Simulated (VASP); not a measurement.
# LuPbBr5 (P1) in VASP: single point with PBEsol

Aim: the single point of LuPbBr5 with PBEsol.

All numbers are computed with VASP 6.6.1; they aren't measurements. Logs are shortened: lines on timing, memory, paths and dates and some standing lists are left out, and cuts for length are marked.

## Step 1: The cell of the first run

The typed cell holds 7 atoms: a = 8.846 Å, b = 5.637 Å, c = 7.248 Å, α = 112.32°, β = 53.96°, γ = 96.39°.

## Step 2: Single point, PBEsol

The input, INCAR:

```
PREC = Accurate
ENCUT = 520
EDIFF = 1E-6
ISMEAR = -1
SIGMA = 0.05
LREAL = False
LASPH = True
NELM = 100
ALGO = Normal
ISIF = 2
LWAVE = False
LCHARG = False
GGA = PS
NBANDS = 46
```

The input, KPOINTS:

```
Automatic mesh
0
Gamma
  4 4 2
```

The input, POSCAR:

```
LuPbBr5
1.0
    8.6406531201     -0.2669941101      1.8752579991
   -0.2543025529      5.5419767043     -1.0002363555
    2.9157587436     -1.4993087035      6.4635231166
Lu Pb Br
1 1 5
Direct
    0.7332987842      0.1255715330      0.0409152759
   -0.0037591012      0.3374654817      0.3848542976
   -0.3860085626      0.3356213141      0.5082847048
   -0.2384045202      0.5963033481      0.9829398926
    0.3883551313      0.0914242899      0.1595606147
    0.8800334622     -0.0974447353      0.5420114851
    0.0969528261      0.1031569087     -0.1087999696
```

Potentials or basis: VASP PAW PBE potentials, release 64 (Lu, Pb_d, Br).

Run with:

```console
$ cat potpaw_PBE.64/Lu/POTCAR potpaw_PBE.64/Pb_d/POTCAR potpaw_PBE.64/Br/POTCAR > POTCAR
$ mpirun -np 1 vasp_std > vasp.out
```

OUTCAR:

```text
PREC = Accurate
   ENCUT = 520
   EDIFF = 1E-6
   ISMEAR = -1
   LREAL = False
   LASPH = True
   NELM = 100
   ISIF = 2
   GGA = PS

 ion  position               nearest neighbor table
   1  0.733  0.126  0.041-   5 2.64   3 2.65   7 2.72   6 2.78   4 2.80   4 2.87
   2  0.996  0.337  0.385-   7 2.87   6 2.92   3 2.95   6 3.02   5 3.05   4 3.24
   3  0.614  0.336  0.508-   1 2.65   2 2.95
   4  0.762  0.596  0.983-   1 2.80   1 2.87   2 3.24
   5  0.388  0.091  0.160-   1 2.64   2 3.05
   6  0.880  0.903  0.542-   1 2.78   2 2.92   2 3.02
   7  0.097  0.103  0.891-   1 2.72   2 2.87

  LATTYP: Found a triclinic cell.
 ALAT       =     7.2989051134
 B/A-ratio  =     1.4856156461
 C/A-ratio  =     2.2930591070
 COS(alpha) =     0.0003496037
 COS(beta)  =     0.4331227849
 COS(gamma) =     0.8786056995

  Lattice vectors:

 A1 = (  -2.6614561907,  -4.0426680008,  -5.4632867611)
 A2 = (  -2.4071536378,  -9.5846447051,  -4.4630504056)
 A3 = ( -11.8107144166,   7.3082795179,  -9.3390174712)

Analysis of symmetry for initial positions (statically):
=====================================================================
 Subroutine PRICEL returns:
 Original cell was already a primitive cell.

 Routine SETGRP: Setting up the symmetry group for a
 triclinic supercell.

 Subroutine GETGRP returns: Found  1 space group operations
 (whereof  1 operations were pure point group operations)
 out of a pool of  2 trial point group operations.

The static configuration has the point symmetry C_1 .

Analysis of symmetry for dynamics (positions and initial velocities):
=====================================================================
 Subroutine PRICEL returns:
 Original cell was already a primitive cell.

 Routine SETGRP: Setting up the symmetry group for a
 triclinic supercell.

 Subroutine GETGRP returns: Found  1 space group operations
 (whereof  1 operations were pure point group operations)
 out of a pool of  2 trial point group operations.

The dynamic configuration has the point symmetry C_1 .

 Subroutine INISYM returns: Found  1 space group operations
 (whereof  1 operations are pure point group operations),
 and found     1 'primitive' translations

----------------------------------------------------------------------------------------

                                     Primitive cell

  volume of cell :     267.3085

  direct lattice vectors                    reciprocal lattice vectors
     8.640653120 -0.266994110  1.875257999     0.128394827 -0.004761380 -0.059024639
    -0.254302553  5.541976704 -1.000236356    -0.004062228  0.188476076  0.045552293
     2.915758744 -1.499308703  6.463523117    -0.037879746  0.030548269  0.178888427

  length of vectors
     8.845833186  5.637255391  7.247531077     0.141392399  0.193945210  0.185389162

  position of ions in fractional coordinates (direct lattice)
     0.733298784  0.125571533  0.040915276
     0.996240899  0.337465482  0.384854298
     0.613991437  0.335621314  0.508284705
     0.761595480  0.596303348  0.982939893
     0.388355131  0.091424290  0.159560615
     0.880033462  0.902555265  0.542011485
     0.096952826  0.103156909  0.891200030

  ion indices of the primitive-cell ions
   primitive index   ion index
                 1           1
                 2           2
                 3           3
                 4           4
                 5           5
                 6           6
                 7           7

----------------------------------------------------------------------------------------

 KPOINTS: Automatic mesh

Automatic generation of k-mesh.
 Grid dimensions read from file:
 generate k-points for:    4    4    2

 Generating k-lattice:

  Cartesian coordinates                     Fractional coordinates (reciprocal lattice)
     0.032098707 -0.001190345 -0.014756160     0.250000000  0.000000000 -0.000000000
    -0.001015557  0.047119019  0.011388073     0.000000000  0.250000000  0.000000000
    -0.018939873  0.015274134  0.089444214    -0.000000000  0.000000000  0.500000000

  Length of vectors
     0.035348100  0.048486302  0.092694581

  Shift w.r.t. Gamma in fractional coordinates (k-lattice)
     0.000000000  0.000000000  0.000000000

 Subroutine IBZKPT returns following result:
 ===========================================

 Found     20 irreducible k-points:

 Following reciprocal coordinates:
            Coordinates               Weight
  0.000000  0.000000  0.000000      1.000000
  0.250000 -0.000000 -0.000000      2.000000
  0.500000 -0.000000 -0.000000      1.000000
 -0.000000  0.250000  0.000000      2.000000
  0.250000  0.250000 -0.000000      2.000000
  0.500000  0.250000 -0.000000      2.000000
[... 12 lines left out ...]
  0.250000  0.500000  0.500000      2.000000
  0.500000  0.500000  0.500000      1.000000
   k-points           NKPTS =     20   k-points in BZ     NKDIM =     20   number of bands    NBANDS=     46
   number of dos      NEDOS =    301   number of ions     NIONS =      7
   total plane-waves  NPLWV = 158760
   dimension x,y,z NGX =    70 NGY =   42 NGZ =   54
   dimension x,y,z NGXF=   140 NGYF=   84 NGZF=  108
   ions per type =               1   1   5
   NGX,Y,Z   is equivalent  to a cutoff of  13.16, 12.39, 12.39 a.u.
   NGXF,Y,Z  is equivalent  to a cutoff of  26.31, 24.77, 24.77 a.u.
 SYSTEM =  unknown system
   PREC   = accura    normal or accurate (medium, high low for compatibility)
   ISTART =      0    job   : 0-new  1-cont  2-samecut
   ICHARG =      2    charge: 1-file 2-atom 10-const
   ISPIN  =      1    spin polarized calculation?
   LNONCOLLINEAR =      F non collinear calculations
   LSORBIT =      F    spin-orbit coupling
   LASPH  =      T    aspherical Exc in radial PAW
   ENCUT  =  520.0 eV  38.22 Ry    6.18 a.u.  16.45 10.48 13.48*2*pi/ulx,y,z
   NELM   =    100;   NELMIN=  2; NELMDL= -5     # of ELM steps
   EDIFF  = 0.1E-05   stopping-criterion for ELM
   LREAL  =      F    real-space projection
   EDIFFG = 0.1E-04   stopping-criterion for IOM
   NSW    =      0    number of steps for IOM
   IBRION =     -1    ionic relax: 0-MD 1-quasi-New 2-CG
   NFREE  =      0    steps in history (QN), initial steepest desc. (CG)
   ISIF   =      2    stress and relaxation
   ISYM   =      2    0-nonsym 1-usesym 2-fastsym
   POTIM  = 0.5000    time-step for ionic-motion
   TEBEG  =    0.0;   TEEND  =   0.0 temperature during run
   PSTRESS=    0.0 pullay stress
   NELECT =      74.0000    total number of electrons
   NUPDOWN=      -1.0000    fix difference up-down
   EMIN   =  10.00;   EMAX   =-10.00  energy-range for DOS
   EFERMI =   0.00;   METHOD = LEGACY
   ISMEAR =    -1;   SIGMA  =   0.05  broadening in eV -4-tet -1-fermi 0-gaus
   EFERMI_NEDOS =   21; number of points for ismear=-14 and -15
   IALGO  =     38    algorithm
   IMIX   =      4    mixing-type and parameters
     AMIX     =   0.40;   BMIX     =  1.00
     AMIX_MAG =   1.60;   BMIX_MAG =  1.00
  volume/ion in A,a.u.               =      38.19       257.70
  Fermi-wavevector in a.u.,A,eV,Ry     =   1.066959  2.016260 15.488898  1.138402
  Thomas-Fermi vector in A             =   2.202560
   LORBIT       =      0    0 simple, 1 ext, 2 COOP (PROOUT), +10 PAW based schemes
   GGA     = PS    functional components
   LHFCALC =     F    Hartree Fock is set to
   AEXX    =    0.0000 exact exchange contribution
   IVDW    =     0    specifies the selected vdW correction
   LEPSILON=     F    determine dielectric tensor
   LRPA    =     F    only Hartree local field effects (RPA)
 non-spin polarized calculation
  energy-cutoff  :      520.00
  volume of cell :      267.31
 maximum number of plane-waves:      7218
 NGX is ok and might be reduce to    70
   NGX = 33   NGY = 21   NGZ = 27

 number of electron      73.9999998 magnetization

 Free energy of the ion-electron system (eV)
  ---------------------------------------------------
  ext. energy  EPLUGINS =         0.00000000
  ---------------------------------------------------
  free energy    TOTEN  =       -27.61855429 eV

  energy without entropy =      -27.61855429  energy(sigma->0) =      -27.61855429

 E-fermi :   0.4366     XC(G=0):  -7.6656

 val. band max:       -0.7795632567   @ k =  -0.2500   0.2500   0.0000
 cond. band min:       2.6452215554   @ k =   0.5000   0.5000   0.5000
 fundamental gap:      3.4247848121
 Fermi energy:         0.4365684512

 k-point     1 :       0.0000    0.0000    0.0000
  band No.  band energies     occupation
      1     -55.8610      2.00000
      2     -26.6226      2.00000
      3     -26.5455      2.00000
      4     -26.5121      2.00000
      5     -16.5487      2.00000
      6     -16.4805      2.00000
[... 38 lines left out ...]
     45       4.9511      0.00000
     46       6.1224      0.00000

 k-point     2 :       0.2500   -0.0000   -0.0000
  band No.  band energies     occupation
      1     -55.8610      2.00000
      2     -26.6226      2.00000
      3     -26.5455      2.00000
      4     -26.5121      2.00000
      5     -16.5486      2.00000
      6     -16.4810      2.00000
[... 38 lines left out ...]
     45       5.2801      0.00000
     46       6.1785      0.00000

 k-point     3 :       0.5000   -0.0000   -0.0000
  band No.  band energies     occupation
      1     -55.8610      2.00000
      2     -26.6226      2.00000
      3     -26.5455      2.00000
      4     -26.5121      2.00000
      5     -16.5486      2.00000
      6     -16.4815      2.00000
[... 38 lines left out ...]
     45       5.5161      0.00000
     46       6.1776      0.00000

 k-point     4 :      -0.0000    0.2500    0.0000
  band No.  band energies     occupation
      1     -55.8610      2.00000
      2     -26.6260      2.00000
      3     -26.5454      2.00000
      4     -26.5120      2.00000
      5     -16.5269      2.00000
      6     -16.4800      2.00000
[... 724 lines left out ...]
     45       6.2610      0.00000
     46       6.5117      0.00000

 k-point    19 :       0.2500    0.5000    0.5000
  band No.  band energies     occupation
      1     -55.8610      2.00000
      2     -26.6294      2.00000
      3     -26.5454      2.00000
      4     -26.5119      2.00000
      5     -16.5024      2.00000
      6     -16.4794      2.00000
[... 38 lines left out ...]
     45       6.1680      0.00000
     46       6.5539      0.00000

 k-point    20 :       0.5000    0.5000    0.5000
  band No.  band energies     occupation
      1     -55.8610      2.00000
      2     -26.6295      2.00000
      3     -26.5454      2.00000
      4     -26.5119      2.00000
      5     -16.5023      2.00000
      6     -16.4792      2.00000
[... 38 lines left out ...]
     45       6.3019      0.00000
     46       6.5906      0.00000

------------------------ aborting loop because EDIFF is reached ----------------------------------------

  FORCE on cell =-STRESS in cart. coord.  units (eV):
  Direction    XX          YY          ZZ          XY          YZ          ZX
  --------------------------------------------------------------------------------------
  -------------------------------------------------------------------------------------
  Total        0.0753635      0.0485826      0.1023196      0.0084401      0.0074781      0.0081662
  in kB        0.4517090      0.2911917      0.6132768      0.0505880      0.0448215      0.0489462
  external PRESSURE =       0.4520592 kB  Pullay stress =       0.0000000 kB

 VOLUME and BASIS-vectors are now :
 -----------------------------------------------------------------------------
  energy-cutoff  :      520.00
  volume of cell :      267.31
      direct lattice vectors                 reciprocal lattice vectors
     8.640653120 -0.266994110  1.875257999     0.128394827 -0.004761380 -0.059024639
    -0.254302553  5.541976704 -1.000236356    -0.004062228  0.188476076  0.045552293
     2.915758744 -1.499308703  6.463523117    -0.037879746  0.030548269  0.178888427

 POSITION                                       TOTAL-FORCE (eV/Angst)
 -----------------------------------------------------------------------------------
      6.42355      0.43878      1.51398        -0.004576     -0.003472     -0.008924
      9.64450      1.02722      4.01818         0.009217     -0.005460     -0.005978
      6.70197      0.93400      4.10100        -0.000251      0.005843      0.030095
      9.29506      1.62763      7.18500         0.002137      0.003616     -0.000190
      3.79763      0.16375      1.66814        -0.024268      0.000820      0.002057
      8.95492      3.95433      4.25082        -0.001728     -0.002096     -0.015601
      3.41003     -0.79038      5.83892         0.019469      0.000748     -0.001460
 -----------------------------------------------------------------------------------
    total drift:                               -0.000412      0.000001      0.000191

  FREE ENERGIE OF THE ION-ELECTRON SYSTEM (eV)
  ---------------------------------------------------
  free  energy   TOTEN  =       -27.6185542921 eV

  energy  without entropy=      -27.6185542921  energy(sigma->0) =      -27.61855429
```

Wall time 4 min (1 thread of AMD EPYC 9R45 (Zen 5), shared host); peak memory 0.51 GiB.

Results:

| Property | Result |
| --- | --- |
| Free energy | -27.6186 eV |
| Pressure | 0.0 GPa |
| Largest force | 0.031 eV/Å |
| Band gap on the k mesh | 3.42 eV (least direct gap 3.48 eV) |

Forces on the atoms (eV/Å):
```
Lu  -0.005 -0.003 -0.009
Pb   0.009 -0.005 -0.006
Br   0.000  0.006  0.030
Br   0.002  0.004  0.000
Br  -0.024  0.001  0.002
Br  -0.002 -0.002 -0.016
Br   0.019  0.001 -0.001
```

Levels at points of the mesh, in eV from the valence-band top:
```tsv
k point	band 34	band 35	band 36	band 37	band 38	band 39	band 40	band 41
(0.00, 0.00, 0.00)	-0.73	-0.58	-0.32	-0.25	3.90	4.03	4.27	4.34
(0.50, 0.00, 0.00)	-0.74	-0.63	-0.52	-0.26	3.79	4.07	4.29	4.52
(0.00, 0.50, 0.00)	-0.57	-0.53	-0.34	-0.06	3.46	3.91	4.36	4.75
(0.50, 0.50, 0.00)	-0.59	-0.56	-0.40	-0.16	3.53	4.09	4.35	4.76
(0.00, 0.00, 0.50)	-0.88	-0.71	-0.55	-0.20	3.79	3.91	4.05	4.40
(0.50, 0.00, 0.50)	-0.77	-0.62	-0.51	-0.22	3.83	3.95	4.02	4.48
(0.00, 0.50, 0.50)	-0.58	-0.45	-0.36	-0.14	3.46	3.96	4.35	4.88
(0.50, 0.50, 0.50)	-0.65	-0.58	-0.27	-0.05	3.42	4.20	4.32	4.74
```

Caveat: the k points lie up to 0.46 Å⁻¹ apart; the PAW data sets were made with another functional, which shifts forces and pressure a little; spin-orbit coupling is left out, which moves the levels of the heavy elements. A k mesh can miss the band edges.
